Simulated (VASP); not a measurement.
Runs of VASP 6.6.1 on Au. The structure is that of space group Fm-3m (No. 225), or close to it. The cells are those of the table. 

```tsv
task	cell	cutoff (eV)	gap on the mesh (eV)	pressure (GPa)
single point	a = 3.026 Å, angles 60.0°, 1 atom	520	none	-9.5
single point	a = 2.940 Å, angles 60.0°, 1 atom	520	none	-0.2
single point	a = 2.969 Å, angles 60.0°, 1 atom	520	none	-4.0
single point	a = 2.910 Å, angles 60.0°, 1 atom	520	none	(a)
single point	a = 2.849 Å, angles 60.0°, 1 atom	520	none	17.2
single point	a = 2.998 Å, angles 60.0°, 1 atom	520	none	(b)
relaxation of cell and atoms	relaxed from a = 2.946 Å, angles 60.0°, 1 atom	600	none	0.0
single point	a = 2.880 Å, angles 60.0°, 1 atom	520	none	10.2
```

Alike in all rows: level PBE; potentials or basis VASP PAW PBE potentials, release 64 (Au); no spin polarisation; k mesh 18 × 18 × 18; smearing gaussian 0.1 eV.

Question: Estimate the missing entries.

Answer: (a) 4.4; (b) -7.0.

Caveats: spin-orbit coupling is left out, which moves the levels of the heavy elements.

A k mesh can miss the band edges, and the runs leave out spin-orbit coupling on Au.

A gap of «none» marks levels without a gap at the run's occupations.
